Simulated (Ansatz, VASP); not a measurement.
# MoS2: VASP beside Ansatz

```
CELL_PARAMETERS angstrom
3.18558 0.00000 0.00000
-1.59279 2.75880 0.00000
0.00000 0.00000 14.51045
ATOMIC_POSITIONS crystal
Mo 0.36472 0.69806 0.25000
Mo 0.66667 0.33333 0.75000
S 0.33333 0.66667 0.64232
S 0.66667 0.33333 0.14232
S 0.33333 0.66667 0.85768
S 0.66667 0.33333 0.35768
```

Alike in both runs: task single point; functional PBE; k mesh 12 × 12 × 2; occupations gaussian, width 0.05 eV; no spin polarisation.

```csv
,VASP,Ansatz
version,VASP 6.6.1,Ansatz 0.2.0
potentials or method,"VASP PAW PBE potentials, release 64 (Mo_sv, S), cutoff 520 eV","scalar-relativistic, plane waves, PAW"
valence electrons in the cell,52,52
```

Ansatz gave:

```
gap on the k mesh at the Fermi level (eV)                     : 1.41
least direct gap on the mesh (eV)                             : 1.64
pressure (GPa)                                                : 0.3
traceless stress, the component that is largest in VASP (GPa) : -0.75
rms of the force components (eV/Å)                            : 0.564
```

Q: Estimate VASP's values.

A: gap on the k mesh at the Fermi level (eV): 1.43; least direct gap on the mesh (eV): 1.64; pressure (GPa): 0.1; traceless stress, the component that is largest in VASP (GPa): -0.72; rms of the force components (eV/Å): 0.563.

Atom by atom the forces differ by 0.006 eV/Å (rms over components).
